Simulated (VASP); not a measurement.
Input of a VASP 6.6.1 run:

INCAR

```
ALGO = Normal
EDIFF = 1E-6
ENCUT = 520
GGA = PS
ISIF = 2
ISMEAR = 0
LASPH = True
LCHARG = True
LELF = True
LREAL = False
LVHAR = True
LWAVE = False
NBANDS = 35
NELM = 100
PREC = Accurate
SIGMA = 0.01
```

KPOINTS

```
k-points
0
Gamma
  12 12 2
```

POSCAR

```
SnO2
1.0
    3.2088976017      0.0000000000      0.0000000000
   -1.6044488009      2.7789825215      0.0000000000
    0.0000000000      0.0000000000     10.7181379521
Sn O
2 4
Direct
    0.0000000000      0.0000000000      0.5000000000
    0.0000000000      0.0000000000      0.0000000000
    0.6666666667      0.3333333333      0.4058600000
    0.6666666667      0.3333333333      0.0941400000
    0.3333333333      0.6666666667      0.5941400000
    0.3333333333      0.6666666667      0.9058600000
```

Potentials or basis: VASP PAW PBE potentials, release 64 (Sn_d, O).

Command:

```bash
$ cat potpaw_PBE.64/Sn_d/POTCAR potpaw_PBE.64/O/POTCAR > POTCAR
$ mpirun -np 1 vasp_std > vasp.out
```

Estimate the pressure.

-1.3 GPa.

What does it give for the largest force?

0.119 eV/Å.

Estimate the band gap on the k mesh.

2.17 eV, indirect (least direct gap 2.60 eV).

Stress tensor (GPa, compression positive):
```
-1.77  0.00  0.00
 0.00 -1.77  0.00
 0.00  0.00 -0.35
```

Caveat: the PAW data sets were made with another functional, which shifts forces and pressure a little; spin-orbit coupling is left out, which moves the levels of the heavy elements. A k mesh can miss the band edges.
